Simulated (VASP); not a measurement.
Crystal: NaMgBr3.

```
CELL_PARAMETERS angstrom
5.32149 0.00000 0.00000
0.00000 5.26880 0.00000
0.00000 0.00000 5.26880
ATOMIC_POSITIONS crystal
Na 0.00000 0.00000 0.00000
Mg 0.50000 0.50000 0.50000
Br 0.50000 0.50000 0.00000
Br 0.50000 0.00000 0.50000
Br 0.00000 0.50000 0.50000
```

This cell differs from its parent crystal: uniaxial x strain +1.0%.

Base run:

```yaml
Program: VASP 6.6.1
Functional: r2SCAN
Potentials_or_basis: VASP PAW PBE potentials, release 64 (Na_pv, Mg, Br)
Cutoff: 520 eV
k_mesh: 6 × 6 × 6
Occupations: gaussian, width 0.01 eV
Spin: no spin polarisation
```

Its results: band gap on the k mesh 3.58 eV (least direct gap 4.14 eV); pressure -0.4 GPa.

Task: The run is repeated on the same cell with these changes: functional from r2SCAN to PBE; occupations from gaussian, width 0.01 eV to fermi-dirac, width 0.02 eV. What comes out?

Result: Band gap on the k mesh 2.77 eV (least direct gap 3.32 eV); pressure 0.3 GPa.

Caveats: the PAW data sets were made with another functional, which shifts forces and pressure a little (at least some runs).

A k mesh can miss the band edges.
